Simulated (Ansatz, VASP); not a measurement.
LiF: VASP beside Ansatz

File INCAR:

```
SYSTEM = LiF
PREC     = Accurate       ! precision mode
ENCUT    = 520            ! plane-wave cutoff, eV
EDIFF    = 1E-8           ! SCF threshold, eV
ISMEAR   = -1             ! smearing method
SIGMA    = 0.03           ! smearing width, eV
LREAL    = .FALSE.        ! projectors in reciprocal space
LASPH    = .TRUE.         ! aspherical terms in the spheres
NELM     = 60             ! most SCF steps
ALGO     = Normal         ! electronic algorithm
ISIF     = 2              ! what is computed and relaxed
LWAVE    = .FALSE.        ! write WAVECAR
LCHARG   = .FALSE.        ! write CHGCAR
GGA      = PE             ! functional
LEFG     = .TRUE.       
NBANDS   = 12             ! bands
```

The input KPOINTS:

```
Automatic mesh
0
G
  10 10 10
  0 0 0
```

File POSCAR:

```
LiF
1.0
    0.0000000000      2.0140000000      2.0542800000
    2.0140000000      0.0000000000      2.0542800000
    2.0140000000      2.0140000000      0.0000000000
Li F
1 1
Direct
    0.0000000000      0.0000000000      0.0000000000
    0.5000000000      0.5000000000      0.5000000000
```

Input for Ansatz:

```yaml
crystal:
  lattice:
    - [0.0, 2.014, 2.05428]
    - [2.014, 0.0, 2.05428]
    - [2.014, 2.014, 0.0]
  atoms:
    - { symbol: Li, position: [0.0, 0.0, 0.0] }
    - { symbol: F, position: [0.5, 0.5, 0.5] }
kpoints:
  mp_grid: { grid: [10, 10, 10] }
scf:
  occupations: { method: fermi_dirac, width: 0.03 }
hamiltonian:
  xc: pbe
  pseudopotentials: { kind: all_electron, datasets: crystal }
output:
  forces: true
  stress: true
  eigenvalues: true
  efg: { contact_densities: true }
```

Change from the starting cell: zz strain of +2 %, crystal datasets.

Alike in both runs: task electric field gradients; functional PBE; k mesh 10 × 10 × 10; occupations fermi-dirac, width 0.03 eV; no spin polarisation.

```csv
,VASP,Ansatz
version,VASP 6.6.1,Ansatz 0.2.0
potentials or method,"VASP PAW PBE potentials, release 64 (Li_sv, F), cutoff 520 eV","all-electron PAW with datasets made for the crystal, scalar-relativistic"
```

|  | VASP | Ansatz | Ansatz less VASP |
| --- | --- | --- | --- |
| gap on the k mesh at the Fermi level (eV) | 8.88 | 8.86 | -0.020 |
| size of Vzz on the site where it differs most (V/Å²) | 0.6 | 0.5 | -0.17 |

Ansatz ran all-electron here, and VASP with PAW potentials.

Noted on VASP's run: the cutoff is under 1.25 times that of the potentials, so the pressure is a little rough.
